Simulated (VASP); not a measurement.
## GaAs: single point with r2SCAN

GaAs:

```
Ga As
1.0
     0.00000    2.74809    2.74809
     2.74809    0.00000    2.74809
     2.74809    2.74809    0.00000
Ga As
1 1
Direct
  0.00000 0.00000 0.00000
  0.25000 0.25000 0.25000
```

This cell differs from its parent crystal: strain -3.0%.

```yaml
Program: VASP 6.6.1
Task: single point
Functional: r2SCAN
Potentials_or_basis: VASP PAW PBE potentials, release 64 (Ga_d, As)
Cutoff: 520 eV
k_mesh: 8 × 8 × 8
Occupations: gaussian, width 0.01 eV
Spin: no spin polarisation
```

```yaml
Pressure: 8.3 GPa
Band_gap_on_the_k_mesh: 1.59 eV (least direct gap 1.70 eV)
```

Levels at points of the mesh, in eV from the valence-band top:
| k point | band 6 | band 7 | band 8 | band 9 | band 10 | band 11 | band 12 | band 13 |
| --- | --- | --- | --- | --- | --- | --- | --- | --- |
| (0.00, 0.00, 0.00) | -13.88 | 0.00 | 0.00 | 0.00 | 1.70 | 4.05 | 4.05 | 4.05 |
| (0.50, 0.00, 0.00) | -11.74 | -7.33 | -1.33 | -1.33 | 1.63 | 5.00 | 5.00 | 8.39 |
| (0.50, 0.50, 0.00) | -10.84 | -7.43 | -3.10 | -3.10 | 1.59 | 1.89 | 11.58 | 11.58 |

It took 2.9 min on 1 thread of Intel(R) Xeon(R) Platinum 8175M CPU @ 2.50GHz (Skylake/Cascade Lake), with other jobs on the host, peak memory 0.18 GiB.

Caveat: the cell differs from its parent crystal (strain -3.0%); the cell stands under pressure; the PAW data sets were made with another functional, which shifts forces and pressure a little. A k mesh can miss the band edges.
